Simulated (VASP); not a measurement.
A run of VASP 6.6.1:

File INCAR:

```
SYSTEM = ScNb
PREC     = Accurate       ! precision mode
ENCUT    = 520            ! plane-wave cutoff, eV
EDIFF    = 1E-7           ! SCF threshold, eV
ISMEAR   = 0              ! smearing method
SIGMA    = 0.05           ! smearing width, eV
LREAL    = .False.        ! projectors in reciprocal space
LASPH    = .True.         ! aspherical terms in the spheres
NELM     = 80             ! most SCF steps
ALGO     = Normal         ! electronic algorithm
ISIF     = 2              ! what is computed and relaxed
LWAVE    = .False.        ! write WAVECAR
LCHARG   = .True.         ! write CHGCAR
GGA      = PE             ! functional
LELF     = .True.         ! ELF
LVHAR    = .True.       
NBANDS   = 19             ! bands
```

KPOINTS

```
Automatic mesh
0
Gamma
  8 8 5
  0 0 0
```

File POSCAR:

```
ScNb
1.0
    3.0656443612      0.0000000000      0.0000000000
   -1.5328221806      2.6549258957      0.0000000000
    0.0000000000      0.0000000000      5.0721940000
Nb Sc
1 1
Direct
    0.3333333333      0.6666666667      0.5000000000
    0.0000000000      0.0000000000      0.0000000000
```

Potentials or basis: VASP PAW PBE potentials, release 64 (Nb_sv, Sc_sv).

Run with:

```bash
$ cat potpaw_PBE.64/Nb_sv/POTCAR potpaw_PBE.64/Sc_sv/POTCAR > POTCAR
$ mpirun -np 1 vasp_std > vasp.out
```

Hardware: 1 thread of Intel(R) Xeon(R) 6975P-C (Granite Rapids), on a shared host.

Task: Estimate the wall time of this run.

Result: Run time: 22 s on 1 thread of Intel(R) Xeon(R) 6975P-C (Granite Rapids) (shared host), peak memory 0.16 GiB. Counts: scf iterations 15, k points 30.
